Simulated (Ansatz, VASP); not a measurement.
## Sn in VASP and in Ansatz

```xyz
2
Lattice="-2.8161 2.8161 1.6163 2.8161 -2.8161 1.6163 2.8161 2.8161 -1.6163" Properties=species:S:1:pos:R:3 pbc="T T T"
Sn    0.0000    2.8161    0.8082
Sn    0.0000    0.0000    0.0000
```

Change from the starting cell: strain -0.050 along x and y, +0.000 along z, atoms carried along.

Alike in both runs: task single point; functional PBE; k mesh 22 × 22 × 22; occupations gaussian, width 0.15 eV; no spin polarisation.

|  | VASP | Ansatz |
| --- | --- | --- |
| version | VASP 6.6.1 | Ansatz 0.2.0 |
| potentials or method | VASP PAW PBE potentials, release 64 (Sn_d), cutoff 520 eV | scalar-relativistic, plane waves, PAW |
| valence electrons in the cell | 28 | 28 |

|  | VASP | Ansatz | Ansatz less VASP |
| --- | --- | --- | --- |
| gap on the k mesh at the Fermi level (eV) | none | none | - |
| pressure (GPa) | 6.5 | 6.6 | +0.08 |
| traceless stress, the component that is largest in VASP (GPa) | -3.04 | -3.04 | +0.001 |

A gap of «none» marks a metal or a gap that the smearing closes. With one functional, cell and mesh, what is left measures potentials, basis and numerics.
